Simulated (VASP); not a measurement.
# GaN (Fm-3m) in VASP: settings compared

GaN is run at these levels: BLYP, PBE, LDA, PBEsol, RPBE; tasks: single point, relaxation of cell and atoms.

Program: VASP 6.6.1. These are calculated values, not measurements. Logs are shortened: lines on timing, memory, paths and dates and some standing lists are left out, and cuts for length are marked.

### 1 The cell of the first run

The structure is cubic, space group Fm-3m (No. 225). The conventional cell has a = 4.270 Å, b = 4.270 Å, c = 4.270 Å, α = 90.00°, β = 90.00°, γ = 90.00°. Ga (site symmetry m-3m) has 6 N at 2.14 Å within 2.8 Å. N (site symmetry m-3m) has 6 Ga at 2.14 Å within 2.8 Å.

### 2 Single point, BLYP

The input, INCAR:

```
PREC = Accurate ; ENCUT = 520
EDIFF = 1E-7 ; ISMEAR = -1
SIGMA = 0.05 ; LREAL = F
LASPH = T ; NELM = 60
ALGO = Normal ; ISIF = 2
LWAVE = F ; LCHARG = F
GGA = B5 ; ALDAX = 1.0
AGGAX = 1.0 ; AGGAC = 1.0
ALDAC = 0.0 ; NBANDS = 16
```

The input, KPOINTS:

```
regular mesh
0
Gamma
  11 11 11
```

The input, POSCAR:

```
GaN
1.0
    0.0000000000      2.1352350000      2.1352350000
    2.1352350000      0.0000000000      2.1352350000
    2.1352350000      2.1352350000      0.0000000000
Ga N
1 1
Direct
    0.0000000000      0.0000000000      0.0000000000
    0.5000000000      0.5000000000      0.5000000000
```

Potentials or basis: VASP PAW PBE potentials, release 64 (Ga_d, N).

The run is started by

```
$ cat potpaw_PBE.64/Ga_d/POTCAR potpaw_PBE.64/N/POTCAR > POTCAR
$ mpirun -np 1 vasp_std > vasp.out
```

OUTCAR:

```text
PREC = Accurate
   ENCUT = 520
   EDIFF = 1E-7
   ISMEAR = -1
   LREAL = F
   LASPH = T
   NELM = 60
   ISIF = 2
   GGA = B5

 ion  position               nearest neighbor table
   1  0.000  0.000  0.000-   2 2.14   2 2.14   2 2.14   2 2.14   2 2.14   2 2.14
   2  0.500  0.500  0.500-   1 2.14   1 2.14   1 2.14   1 2.14   1 2.14   1 2.14

  LATTYP: Found a face centered cubic cell.
 ALAT       =     4.2704700000

  Lattice vectors:

 A1 = (   0.0000000000,   2.1352350000,   2.1352350000)
 A2 = (   2.1352350000,   0.0000000000,   2.1352350000)
 A3 = (   2.1352350000,   2.1352350000,   0.0000000000)

Analysis of symmetry for initial positions (statically):
=====================================================================
 Subroutine PRICEL returns:
 Original cell was already a primitive cell.

 Routine SETGRP: Setting up the symmetry group for a
 face centered cubic supercell.

 Subroutine GETGRP returns: Found 48 space group operations
 (whereof 48 operations were pure point group operations)
 out of a pool of 48 trial point group operations.

The static configuration has the point symmetry O_h .

Analysis of symmetry for dynamics (positions and initial velocities):
=====================================================================
 Subroutine PRICEL returns:
 Original cell was already a primitive cell.

 Routine SETGRP: Setting up the symmetry group for a
 face centered cubic supercell.

 Subroutine GETGRP returns: Found 48 space group operations
 (whereof 48 operations were pure point group operations)
 out of a pool of 48 trial point group operations.

The dynamic configuration has the point symmetry O_h .

 Subroutine INISYM returns: Found 48 space group operations
 (whereof 48 operations are pure point group operations),
 and found     1 'primitive' translations

----------------------------------------------------------------------------------------

                                     Primitive cell

  volume of cell :      19.4700

  direct lattice vectors                    reciprocal lattice vectors
     0.000000000  2.135235000  2.135235000    -0.234166263  0.234166263  0.234166263
     2.135235000  0.000000000  2.135235000     0.234166263 -0.234166263  0.234166263
     2.135235000  2.135235000  0.000000000     0.234166263  0.234166263 -0.234166263

  length of vectors
     3.019678296  3.019678296  3.019678296     0.405587864  0.405587864  0.405587864

  position of ions in fractional coordinates (direct lattice)
     0.000000000  0.000000000  0.000000000
     0.500000000  0.500000000  0.500000000

  ion indices of the primitive-cell ions
   primitive index   ion index
                 1           1
                 2           2

----------------------------------------------------------------------------------------

 KPOINTS: regular mesh

Automatic generation of k-mesh.
 Grid dimensions read from file:
 generate k-points for:   11   11   11

 Generating k-lattice:

  Cartesian coordinates                     Fractional coordinates (reciprocal lattice)
    -0.021287842  0.021287842  0.021287842     0.090909091  0.000000000  0.000000000
     0.021287842 -0.021287842  0.021287842     0.000000000  0.090909091  0.000000000
     0.021287842  0.021287842 -0.021287842     0.000000000  0.000000000  0.090909091

  Length of vectors
     0.036871624  0.036871624  0.036871624

  Shift w.r.t. Gamma in fractional coordinates (k-lattice)
     0.000000000  0.000000000  0.000000000

 Subroutine IBZKPT returns following result:
 ===========================================

 Found     56 irreducible k-points:

 Following reciprocal coordinates:
            Coordinates               Weight
  0.000000  0.000000  0.000000      1.000000
  0.090909  0.000000  0.000000      8.000000
  0.181818  0.000000  0.000000      8.000000
  0.272727  0.000000  0.000000      8.000000
  0.363636  0.000000  0.000000      8.000000
  0.454545  0.000000  0.000000      8.000000
[... 16 lines left out ...]
 -0.272727  0.181818  0.000000     24.000000
 -0.181818  0.181818  0.000000     12.000000
 [... further k-points ...]
   k-points           NKPTS =     56   k-points in BZ     NKDIM =     56   number of bands    NBANDS=     16
   number of dos      NEDOS =    301   number of ions     NIONS =      2
   total plane-waves  NPLWV =  13824
   dimension x,y,z NGX =    24 NGY =   24 NGZ =   24
   dimension x,y,z NGXF=    48 NGYF=   48 NGZF=   48
   ions per type =               1   1
   NGX,Y,Z   is equivalent  to a cutoff of  13.21, 13.21, 13.21 a.u.
   NGXF,Y,Z  is equivalent  to a cutoff of  26.43, 26.43, 26.43 a.u.
 SYSTEM =  unknown system
   PREC   = accura    normal or accurate (medium, high low for compatibility)
   ISTART =      0    job   : 0-new  1-cont  2-samecut
   ICHARG =      2    charge: 1-file 2-atom 10-const
   ISPIN  =      1    spin polarized calculation?
   LNONCOLLINEAR =      F non collinear calculations
   LSORBIT =      F    spin-orbit coupling
   LASPH  =      T    aspherical Exc in radial PAW
   ENCUT  =  520.0 eV  38.22 Ry    6.18 a.u.   5.61  5.61  5.61*2*pi/ulx,y,z
   NELM   =     60;   NELMIN=  2; NELMDL= -5     # of ELM steps
   EDIFF  = 0.1E-06   stopping-criterion for ELM
   LREAL  =      F    real-space projection
   EDIFFG = 0.1E-05   stopping-criterion for IOM
   NSW    =      0    number of steps for IOM
   IBRION =     -1    ionic relax: 0-MD 1-quasi-New 2-CG
   NFREE  =      0    steps in history (QN), initial steepest desc. (CG)
   ISIF   =      2    stress and relaxation
   ISYM   =      2    0-nonsym 1-usesym 2-fastsym
   POTIM  = 0.5000    time-step for ionic-motion
   TEBEG  =    0.0;   TEEND  =   0.0 temperature during run
   PSTRESS=    0.0 pullay stress
   NELECT =      18.0000    total number of electrons
   NUPDOWN=      -1.0000    fix difference up-down
   EMIN   =  10.00;   EMAX   =-10.00  energy-range for DOS
   EFERMI =   0.00;   METHOD = LEGACY
   ISMEAR =    -1;   SIGMA  =   0.05  broadening in eV -4-tet -1-fermi 0-gaus
   EFERMI_NEDOS =   21; number of points for ismear=-14 and -15
   IALGO  =     38    algorithm
   IMIX   =      4    mixing-type and parameters
     AMIX     =   0.40;   BMIX     =  1.00
     AMIX_MAG =   1.60;   BMIX_MAG =  1.00
  volume/ion in A,a.u.               =       9.74        65.70
  Fermi-wavevector in a.u.,A,eV,Ry     =   1.594814  3.013761 34.605481  2.543431
  Thomas-Fermi vector in A             =   2.692830
   LORBIT       =      0    0 simple, 1 ext, 2 COOP (PROOUT), +10 PAW based schemes
   GGA     = B5    functional components
   LHFCALC =     F    Hartree Fock is set to
   AEXX    =    0.0000 exact exchange contribution
   IVDW    =     0    specifies the selected vdW correction
   LEPSILON=     F    determine dielectric tensor
   LRPA    =     F    only Hartree local field effects (RPA)
 non-spin polarized calculation
  energy-cutoff  :      520.00
  volume of cell :       19.47
 maximum number of plane-waves:       534
   NGX = 11   NGY = 11   NGZ = 11

 number of electron      18.0000005 magnetization

 Free energy of the ion-electron system (eV)
  ---------------------------------------------------
  ext. energy  EPLUGINS =         0.00000000
  ---------------------------------------------------
  free energy    TOTEN  =        -9.83000258 eV

  energy without entropy =       -9.82988515  energy(sigma->0) =       -9.82994386

 E-fermi :   8.1991     XC(G=0): -12.2954

 val. band max:        7.9338770594   @ k =  -0.1818   0.1818   0.0000
 cond. band min:       8.3898802499   @ k =   0.4545   0.4545   0.0000
 fundamental gap:      0.4560031906
 Fermi energy:         8.1990530866

 k-point     1 :       0.0000    0.0000    0.0000
  band No.  band energies     occupation
      1      -8.9479      2.00000
      2      -6.2127      2.00000
      3      -6.2127      2.00000
      4      -6.2127      2.00000
      5      -6.1288      2.00000
      6      -6.1288      2.00000
[... 8 lines left out ...]
     15      23.2032      0.00000
     16      23.2032      0.00000

 k-point     2 :       0.0909    0.0000    0.0000
  band No.  band energies     occupation
      1      -8.7930      2.00000
      2      -6.2176      2.00000
      3      -6.2049      2.00000
      4      -6.2049      2.00000
      5      -6.1384      2.00000
      6      -6.1384      2.00000
[... 8 lines left out ...]
     15      23.7327      0.00000
     16      23.7327      0.00000

 k-point     3 :       0.1818    0.0000    0.0000
  band No.  band energies     occupation
      1      -8.3424      2.00000
      2      -6.2300      2.00000
      3      -6.2161      2.00000
      4      -6.2161      2.00000
      5      -6.1318      2.00000
      6      -6.1318      2.00000
[... 8 lines left out ...]
     15      24.7179      0.00000
     16      24.7179      0.00000

 k-point     4 :       0.2727    0.0000    0.0000
  band No.  band energies     occupation
      1      -7.6478      2.00000
      2      -6.2658      2.00000
      3      -6.2658      2.00000
      4      -6.2424      2.00000
      5      -6.0873      2.00000
      6      -6.0873      2.00000
[... 8 lines left out ...]
     15      26.2201      0.00000
     16      26.2201      0.00000

 k-point     5 :       0.3636    0.0000    0.0000
  band No.  band energies     occupation
      1      -6.8495      2.00000
      2      -6.3162      2.00000
      3      -6.3162      2.00000
      4      -6.2327      2.00000
      5      -6.0408      2.00000
      6      -6.0408      2.00000
[... 8 lines left out ...]
     15      28.1801      0.00000
     16      28.1801      0.00000

 k-point     6 :       0.4545    0.0000    0.0000
  band No.  band energies     occupation
      1      -6.3955      2.00000
      2      -6.3465      2.00000
      3      -6.3465      2.00000
      4      -6.0487      2.00000
      5      -6.0125      2.00000
      6      -6.0124      2.00000
[... 8 lines left out ...]
     15      30.3394      0.00000
     16      30.3394      0.00000
[... 267 lines left out ...]
 k-point    21 :      -0.4545    0.1818    0.0000
  band No.  band energies     occupation
      1      -7.0196      2.00000
      2      -6.2991      2.00000
      3      -6.2754      2.00000
      4      -6.1372      2.00000
      5      -6.0054      2.00000
      6      -4.7871      2.00000
[... 8 lines left out ...]
     15      28.8106      0.00000
     16      30.2945      0.00000

 k-point    22 :      -0.3636    0.1818    0.0000
  band No.  band energies     occupation
      1      -6.9819      2.00000
      2      -6.2953      2.00000
      3      -6.2935      2.00000
      4      -6.1583      2.00000
      5      -6.0386      2.00000
      6      -5.0430      2.00000
[... 8 lines left out ...]
     15      27.9585      0.00000
     16      28.4424      0.00000

 k-point    23 :      -0.2727    0.1818    0.0000
  band No.  band energies     occupation
      1      -7.1284      2.00000
      2      -6.2871      2.00000
      3      -6.2789      2.00000
      4      -6.2090      2.00000
      5      -6.0867      2.00000
      6      -5.5739      2.00000
[... 8 lines left out ...]
     15      26.7737      0.00000
     16      29.0836      0.00000

 k-point    24 :      -0.1818    0.1818    0.0000
  band No.  band energies     occupation
      1      -7.5474      2.00000
      2      -6.2617      2.00000
      3      -6.2572      2.00000
      4      -6.2408      2.00000
      5      -6.1309      2.00000
      6      -5.9042      2.00000
[... 8 lines left out ...]
     15      26.0220      0.00000
     16      28.3606      0.00000

 [... further k-points ...]
[... 5 lines left out ...]
  --------------------------------------------------------------------------------------
  -------------------------------------------------------------------------------------
  Total        1.0818764      1.0818764      1.0818764      0.0000000     -0.0000000      0.0000000
  in kB       89.0268892     89.0268892     89.0268892      0.0000000     -0.0000000      0.0000000
  external PRESSURE =      89.0268892 kB  Pullay stress =       0.0000000 kB

 VOLUME and BASIS-vectors are now :
 -----------------------------------------------------------------------------
  energy-cutoff  :      520.00
  volume of cell :       19.47
      direct lattice vectors                 reciprocal lattice vectors
     0.000000000  2.135235000  2.135235000    -0.234166263  0.234166263  0.234166263
     2.135235000  0.000000000  2.135235000     0.234166263 -0.234166263  0.234166263
     2.135235000  2.135235000  0.000000000     0.234166263  0.234166263 -0.234166263

 POSITION                                       TOTAL-FORCE (eV/Angst)
 -----------------------------------------------------------------------------------
      0.00000      0.00000      0.00000        -0.000000      0.000000     -0.000000
      2.13524      2.13524      2.13524         0.000000      0.000000      0.000000
 -----------------------------------------------------------------------------------
    total drift:                                0.000000     -0.000000     -0.000000

  FREE ENERGIE OF THE ION-ELECTRON SYSTEM (eV)
  ---------------------------------------------------
  free  energy   TOTEN  =        -9.8300025769 eV

  energy  without entropy=       -9.8298851478  energy(sigma->0) =       -9.82994386
```

It took 15 s on 1 thread of Intel Xeon Platinum 8488C (Sapphire Rapids), shared host; peak memory 0.14 GiB.

What came out:

```
Free energy            : -9.8300 eV
Pressure               : 8.9 GPa
Band gap on the k mesh : 0.46 eV, indirect (least direct gap 2.43 eV)
```

Caveat: the PAW data sets were made with another functional, which shifts forces and pressure a little. A hybrid or GW would open this gap; BLYP tends to underestimate it.

### 3 Single point, PBE

The input, INCAR:

```
ALGO     = Normal         # electronic algorithm
EDIFF    = 1E-6           # SCF threshold, eV
ENCUT    = 520            # plane-wave cutoff, eV
GGA      = PE             # functional
ISIF     = 2              # what is computed and relaxed
ISMEAR   = 0              # smearing method
LASPH    = True           # aspherical terms in the spheres
LCHARG   = False          # write CHGCAR
LREAL    = False          # projectors in reciprocal space
LWAVE    = False          # write WAVECAR
NBANDS   = 16             # bands
NELM     = 100            # most SCF steps
PREC     = Accurate       # precision mode
SIGMA    = 0.012          # smearing width, eV
```

The input, KPOINTS:

```
k-points
0
Gamma
  11 11 11
```

POSCAR is that of step 2.

Potentials or basis: VASP PAW PBE potentials, release 64 (Ga_d, N).

The run is started by

```
$ cat potpaw_PBE.64/Ga_d/POTCAR potpaw_PBE.64/N/POTCAR > POTCAR
$ mpirun -np 1 vasp_std > vasp.out
```

It took 8.9 s on 1 thread of Intel Xeon Platinum 8488C (Sapphire Rapids), shared host; peak memory 0.14 GiB.

Results (log left out):

```
Free energy            : -11.2067 eV
Pressure               : 0.4 GPa
Band gap on the k mesh : 0.54 eV, indirect (least direct gap 2.37 eV)
```

Levels at points of the mesh, in eV from the valence-band top:
```
           k point  band 7  band 8  band 9  band 10  band 11  band 12
(0.00, 0.00, 0.00)   -0.49   -0.49   -0.49     1.88    14.53    14.53
```

### 4 Relaxation of cell and atoms, LDA

The input, INCAR:

```
SYSTEM = GaN
PREC = Accurate
ENCUT = 600
EDIFF = 1E-6
ISMEAR = -1
SIGMA = 0.05
LREAL = .FALSE.
LASPH = .TRUE.
NELM = 80
ALGO = Normal
ISIF = 3
LWAVE = .FALSE.
LCHARG = .FALSE.
GGA = CA
IBRION = 2
NSW = 60
EDIFFG = -0.01
```

The input, KPOINTS:

```
regular mesh
0
G
  11 11 11
  0 0 0
```

POSCAR is that of step 3.

Potentials or basis: VASP PAW LDA potentials, release 64 (Ga_d, N).

The run is started by

```
$ cat potpaw_LDA.64/Ga_d/POTCAR potpaw_LDA.64/N/POTCAR > POTCAR
$ mpirun -np 1 vasp_std > vasp.out
```

It took 23 s on 1 thread of Intel Xeon Platinum 8488C (Sapphire Rapids), shared host; peak memory 0.15 GiB.

It converged, with:

```yaml
Free_energy: -13.0850 eV
Relaxed_volume: 9.18 Å³/atom
Relaxed_cell: a = 2.962 Å, b = 2.962 Å, c = 2.962 Å, α = 60.00°, β = 60.00°, γ = 60.00°
Space_group_after_relaxing_to_0.05_Å: Fm-3m (No. 225)
Energy_gained_by_relaxing: 23.1 meV/atom
Ionic_steps: 6
Pressure_after_relaxing: 0.0 GPa
Band_gap_on_the_k_mesh: 0.73 eV, indirect (least direct gap 3.18 eV)
```

The path:
| step | energy change (eV) | largest force (eV/Å) | pressure (GPa) | volume (Å³) |
| --- | --- | --- | --- | --- |
| 1 | 0.0000 | 0.0000 | -12.71 | 19.47 |
| 2 | 0.0001 | 0.0000 | 15.71 | 17.37 |
| 3 | -0.0461 | 0.0000 | -0.18 | 18.38 |
| 4 | -0.0461 | 0.0000 | 0.20 | 18.36 |
| 5 | -0.0461 | 0.0000 | -0.31 | 18.38 |
| 6 | -0.0461 | 0.0000 | 0.04 | 18.37 |

Final structure:
```yaml
crystal:
  lattice:
    - [0.00000, 2.09411, 2.09411]
    - [2.09411, 0.00000, 2.09411]
    - [2.09411, 2.09411, 0.00000]
  atoms:
    - { symbol: Ga, position: [0.00000, 0.00000, 0.00000] }
    - { symbol: N, position: [0.50000, 0.50000, 0.50000] }
```

Levels at points of the mesh, in eV from the valence-band top:
```tsv
k point	band 6	band 7	band 8	band 9	band 10	band 11	band 12	band 13
(0.00, 0.00, 0.00)	-14.00	-0.57	-0.57	-0.57	2.62	14.80	14.80	14.80
```

(Continued in part 2 of 2.)
